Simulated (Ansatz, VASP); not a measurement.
Hg: VASP beside Ansatz

INCAR

```
  PREC = Accurate
  ENCUT = 500
  EDIFF = 1E-7
  ISMEAR = 0
  SIGMA = 0.02
  LREAL = F
  LASPH = T
  NELM = 120
  ALGO = Normal
  ISIF = 3
  LWAVE = F
  LCHARG = F
  GGA = PE
  IBRION = 2
  NSW = 100
  EDIFFG = -0.01
  GGA_COMPAT = F
  NELMIN = 4
```

KPOINTS

```
regular mesh
0
Gamma
  12 12 6
```

Contents of POSCAR:

```
Hg
1.0
    3.6015447430      0.0000000000      0.0000000000
   -1.8007723715      3.1190292403      0.0000000000
    0.0000000000      0.0000000000      5.5793597265
Hg
2
Direct
    0.6666666667      0.3333333333      0.7500000000
    0.3333333333      0.6666666667      0.2500000000
```

Input for Ansatz:

```yaml
crystal:
  lattice:
    - [3.601544743, 0.0, 0.0]
    - [-1.8007723715, 3.1190292403, 0.0]
    - [0.0, 0.0, 5.5793597265]
  atoms:
    - { symbol: Hg, position: [0.6666666667, 0.3333333333, 0.75] }
    - { symbol: Hg, position: [0.3333333333, 0.6666666667, 0.25] }
basis:
  ecutwfc: 420
kpoints:
  mp_grid: { grid: [12, 12, 6] }
hamiltonian:
  xc: pbe
scf:
  occupations: { method: gaussian, width: 0.02 }
output:
  forces: true
  stress: true
  eigenvalues: true
relax:
  adjacent_minimum: "off"
  f_tol: 0.01
  max_steps: 80
  cell: { stress_tol: 0.05 }
```

Alike in both runs: task relaxation of cell and atoms; functional PBE; k mesh 12 × 12 × 6; occupations gaussian, width 0.02 eV; no spin polarisation.

|  | VASP | Ansatz |
| --- | --- | --- |
| version | VASP 6.6.1 | Ansatz 0.2.0 |
| potentials or method | VASP PAW PBE potentials, release 64 (Hg_sv_GW), cutoff 500 eV | scalar-relativistic, plane waves, PAW |
| valence electrons in the cell | 40 | 40 |

|  | VASP | Ansatz | Ansatz less VASP |
| --- | --- | --- | --- |
| relaxed volume (Å³/atom) | 29.38 | 31.40 | +2.022 |
| relaxed cell length with the largest relative difference (Å) | 3.514 | 3.595 | +0.0809 |

One of these differences is far larger than is usual between the two programs; its cause wasn't traced.

Spin-orbit coupling is off throughout.
